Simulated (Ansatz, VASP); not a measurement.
**CdSe: VASP beside Ansatz**

```
Cd Se
1.0
     4.29850    0.00000    0.00000
    -2.14925    3.72261    0.00000
     0.00000    0.00000    7.01520
Cd Se
2 2
Direct
  0.66667 0.33333 0.03207
  0.33333 0.66667 0.50000
  0.66667 0.33333 0.37500
  0.33333 0.66667 0.87500
```

Alike in both runs: task single point; functional PBE; k mesh 6 × 6 × 4; occupations gaussian, width 0.05 eV; no spin polarisation.

|  | VASP | Ansatz |
| --- | --- | --- |
| version | VASP 6.6.1 | Ansatz 0.2.0 |
| potentials or method | VASP PAW PBE potentials, release 64 (Cd, Se), cutoff 520 eV | scalar-relativistic, plane waves, PAW |
| valence electrons in the cell | 36 | 72 |

|  | VASP | Ansatz | Ansatz less VASP |
| --- | --- | --- | --- |
| gap on the k mesh at the Fermi level (eV) | 0.52 | 0.52 | +0.002 |
| least direct gap on the mesh (eV) | 0.52 | 0.52 | +0.002 |
| pressure (GPa) | 4.0 | 3.7 | -0.35 |
| traceless stress, the component that is largest in VASP (GPa) | 3.97 | 3.83 | -0.140 |
| rms of the force components (eV/Å) | 0.806 | 0.785 | -0.0215 |

Atom by atom the forces differ by 0.022 eV/Å (rms over components). VASP's potentials hold 36 valence electrons a cell and Ansatz's 72, so a difference there can come from the potentials and not from the codes.
